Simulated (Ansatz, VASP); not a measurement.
**OsPb2Cl4O2 in VASP and in Ansatz**

```
Os O Pb Cl
1.0
    -3.45458    3.45458    4.32440
     3.45458   -3.45458    4.32440
     3.45458    3.45458   -4.32440
Os O Pb Cl
1 2 2 4
Direct
  0.00000 0.00000 0.00000
  0.21200 0.21200 0.00000
  0.78800 0.78800 0.00000
  0.75000 0.25000 0.50000
  0.25000 0.75000 0.50000
  0.23000 0.23000 0.46000
  0.23000 0.77000 0.00000
  0.77000 0.77000 0.54000
  0.77000 0.23000 0.00000
```

Alike in both runs: task single point; functional PBEsol; k mesh 4 × 4 × 4; occupations fermi-dirac, width 0.0699 eV; no spin polarisation.

|  | VASP | Ansatz |
| --- | --- | --- |
| version | VASP 6.6.1 | Ansatz 0.2.0 |
| potentials or method | VASP PAW PBE potentials, release 64 (Os, O, Pb_d, Cl), cutoff 520 eV | PAW plane waves |
| valence electrons in the cell | 76 | 84 |

|  | VASP | Ansatz | Ansatz less VASP |
| --- | --- | --- | --- |
| gap on the k mesh at the Fermi level (eV) | none | none | - |
| pressure (GPa) | 1.1 | 0.5 | -0.61 |
| traceless stress, the component that is largest in VASP (GPa) | -2.13 | -2.86 | -0.725 |
| rms of the force components (eV/Å) | 0.762 | 0.700 | -0.0614 |

VASP's potentials were made for PBE, not for PBEsol. Atom by atom the forces differ by 0.140 eV/Å (rms over components). A gap of «none» marks a metal or a gap that the smearing closes. With one functional, cell and mesh, what is left measures potentials, basis and numerics. VASP's potentials hold 76 valence electrons a cell and Ansatz's 84, so a difference there can come from the potentials and not from the codes.

Spin-orbit coupling is off throughout.
